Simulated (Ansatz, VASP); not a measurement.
Two plane-wave programs on TaN

```
Ta N
1.0
     0.00000    2.21132    2.21132
     2.21132    0.00000    2.21132
     2.21132    2.21132    0.00000
Ta N
1 1
Cartesian
  2.2113 2.2113 2.2113
  0.0000 0.0000 0.0000
```

Alike in both runs: task relaxation of cell and atoms; functional BLYP; k mesh 10 × 10 × 10; occupations fermi-dirac, width 0.05 eV; no spin polarisation.

```csv
,VASP,Ansatz
version,VASP 6.6.1,Ansatz 0.2.0
potentials or method,"VASP PAW PBE potentials, release 64 (Ta_sv_GW, N)",Ansatz PAW
plane-wave cutoff (eV),700,420
valence electrons in the cell,18,18
```

```csv
,VASP,Ansatz,Ansatz less VASP
relaxed volume (Å³/atom),11.18,11.16,-0.019
relaxed length of the cell vector where the two differ most in proportion (Å),3.163,3.161,-0.0018
```

VASP's potentials were made for PBE, not for BLYP.

Neither program's run includes spin-orbit coupling. Noted on Ansatz's run: the plane-wave basis is chosen anew once the cell has moved, so the energies of steps on either side of that aren't comparable.
